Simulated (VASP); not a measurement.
A run of VASP 6.6.1 is set up as follows.

Contents of INCAR:

```
  PREC = Accurate
  ENCUT = 520
  EDIFF = 1E-7
  ISMEAR = -1
  SIGMA = 0.13605693000000002
  LREAL = F
  LASPH = T
  NELM = 80
  ALGO = Normal
  ISIF = 2
  LWAVE = F
  LCHARG = T
  GGA = PE
  LELF = T
  LVHAR = T
  NBANDS = 12
```

The input KPOINTS:

```
Automatic mesh
0
Gamma
  11 11 11
```

File POSCAR:

```
Hg
1.0
    3.0937787128      0.0000000000      0.0000000000
    0.0000000000      3.0937787128      0.0000000000
    0.0000000000      0.0000000000      3.0937787128
Hg
1
Direct
    0.0000000000      0.0000000000      0.0000000000
```

Potentials or basis: VASP PAW PBE potentials, release 64 (Hg).

Run with:

```sh
$ cat potpaw_PBE.64/Hg/POTCAR > POTCAR
$ mpirun -np 1 vasp_std > vasp.out
```

Q: Predict the band gap on the k mesh.

A: Zero (band 6 reaches 3.79 eV, above the bottom of band 7 at 0.44 eV).

Q: Predict the pressure.

A: 0.2 GPa.

Caveat: spin-orbit coupling is left out, which moves the levels of the heavy elements.
